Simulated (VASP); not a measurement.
Write the native input for VASP 6.6.1 that does the following.

```
Task                   : single point
Functional             : PBE
Dispersion             : D3(BJ)
Potentials or basis    : VASP PAW PBE potentials, release 64 (H)
Cutoff                 : 520 eV
k mesh                 : 10 × 10 × 26
Occupations            : gaussian, width 0.05 eV
Spin                   : no spin polarisation
Dipole correction      : no
Further INCAR settings : ALGO = Normal; EDIFF = 1e-07; NBANDS = 6
```

The structure of H lies in POSCAR:

```
H
1.0
    2.7158797074      0.0000000000      0.0000000000
    0.0000000000      2.7158797074      0.0000000000
    0.0000000000      0.0000000000      1.0050052430
H
1
Direct
    0.0000000000      0.0000000000      0.5000000000
```

This cell differs from its parent crystal: strain +0.025 along x and y, +0.025 along z.

These files were run (other wordings do the same):

INCAR

```
SYSTEM = H
  PREC = Accurate
  ENCUT = 520
  EDIFF = 1E-7
  ISMEAR = 0
  SIGMA = 0.05
  LREAL = .False.
  LASPH = .True.
  NELM = 80
  ALGO = Normal
  ISIF = 2
  LWAVE = .False.
  LCHARG = .True.
  GGA = PE
  IVDW = 12
  LELF = .True.
  LVHAR = .True.
  NBANDS = 6
```

KPOINTS

```
regular mesh
0
Gamma
  10 10 26
  0 0 0
```

Potentials or basis: VASP PAW PBE potentials, release 64 (H).

The run is started by

```console
$ cat potpaw_PBE.64/H/POTCAR > POTCAR
$ mpirun -np 1 vasp_std > vasp.out
```

Results of the run:

| Property | Result |
| --- | --- |
| Pressure | -2.2 GPa |
| Dispersion energy per atom | -0.070 eV |

Caveat: the cell differs from its parent crystal (strain +0.025 along x and y, +0.025 along z); pairwise dispersion overbinds metals, which lowers pressure and volume.

It took 6.5 s on 1 thread of Intel Xeon 6975P-C, on a shared host, peak memory 0.12 GiB.
